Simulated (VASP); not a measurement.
InSe:

```
In Se
1.0
     4.05000    0.00000    0.00000
    -2.02500    3.50740    0.00000
     0.00000    0.00000   16.93000
In Se
4 4
Direct
  0.33333 0.66667 0.15700
  0.66667 0.33333 0.65700
  0.33333 0.66667 0.34300
  0.66667 0.33333 0.84300
  0.33333 0.66667 0.60200
  0.66667 0.33333 0.10200
  0.33333 0.66667 0.89800
  0.66667 0.33333 0.39800
```

* Program: VASP 6.6.1
* Task: relaxation of cell and atoms
* Functional: PBE
* Potentials or basis: VASP PAW PBE potentials, release 64 (In_d, Se)
* Cutoff: 600 eV
* k mesh: 6 × 6 × 1
* Occupations: gaussian, width 0.1 eV
* Spin: no spin polarisation

At the start: pressure 7.7 GPa; volume 30.06 Å³/atom.

**Question.** How do energy, volume and symmetry change on relaxing?

**Answer.** Over 22 steps the energy falls by 243.3 meV/atom and the volume is 33.75 Å³/atom (+12.3 %); space group P6_3/mmc (No. 194, to 0.1 Å) before and after.

The path:
```
step  energy change (eV)  largest force (eV/Å)  pressure (GPa)  volume (Å³)
   1              0.0000                2.8766            7.74       240.49
   2             -1.1679                0.4796           -4.10       294.11
   3             -1.5688                0.7953           -1.45       273.36
   4             -1.7485                0.4126           -0.90       264.82
   5             -1.8119                0.1266           -0.14       256.55
   6             -1.8759                0.1037            0.35       252.53
   7             -1.8924                0.2116            0.89       248.48
   8             -1.8953                0.2552           -0.40       253.70
   9             -1.9070                0.0813            0.20       251.25
  10             -1.9109                0.0920            0.04       252.54
  11             -1.9114                0.0973           -0.03       253.19
  12             -1.9146                0.0512            0.04       253.78
  13             -1.9166                0.0975            0.16       254.66
  14             -1.9192                0.0924            0.06       255.75
  15             -1.9242                0.0780           -0.21       259.03
  16             -1.9236                0.0895           -0.69       265.65
  17             -1.9257                0.0644           -0.42       261.94
  18             -1.9275                0.0663           -0.40       262.20
  19             -1.9320                0.0720           -0.32       262.99
  20             -1.9389                0.0837           -0.16       264.55
  21             -1.9441                0.1056            0.19       267.61
  22             -1.9466                0.0101            0.03       270.00
```

Final structure:
```xyz
8
Lattice="4.0861 0.0000 0.0000 -2.0431 3.5387 0.0000 0.0000 0.0000 18.6732" Properties=species:S:1:pos:R:3 pbc="T T T"
In    0.0000    2.3591    3.2553
In    2.0431    1.1796   12.5919
In    0.0000    2.3591    6.0813
In    2.0431    1.1796   15.4180
Se    0.0000    2.3591   11.3167
Se    2.0431    1.1796    1.9800
Se    0.0000    2.3591   16.6932
Se    2.0431    1.1796    7.3566
```

Caveat: this functional lacks dispersion, which binds the layers, so the pressure and a relaxed spacing across them are unreliable.
